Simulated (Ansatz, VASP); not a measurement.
**Si: VASP beside Ansatz**

```
CELL_PARAMETERS angstrom
0.00000 2.73549 2.73549
2.73549 0.00000 2.73549
2.73549 2.73549 0.00000
ATOMIC_POSITIONS crystal
Si 0.50000 0.50000 0.50000
Si 0.75000 0.75000 0.75000
```

Alike in both runs: task single point; functional PBE; k mesh 10 × 10 × 10; occupations fermi-dirac, width 0.6 eV; no spin polarisation.

|  | VASP | Ansatz |
| --- | --- | --- |
| version | VASP 6.6.1 | Ansatz 0.2.0 |
| potentials or method | VASP PAW PBE potentials, release 64 (Si), cutoff 500 eV | plane waves (420 eV) with PAW, scalar-relativistic |
| valence electrons in the cell | 8 | 8 |

```tsv
	VASP	Ansatz	Ansatz less VASP
pressure (GPa)	0.3	0.3	+0.08
```

With one functional, cell and mesh, what is left measures potentials, basis and numerics.
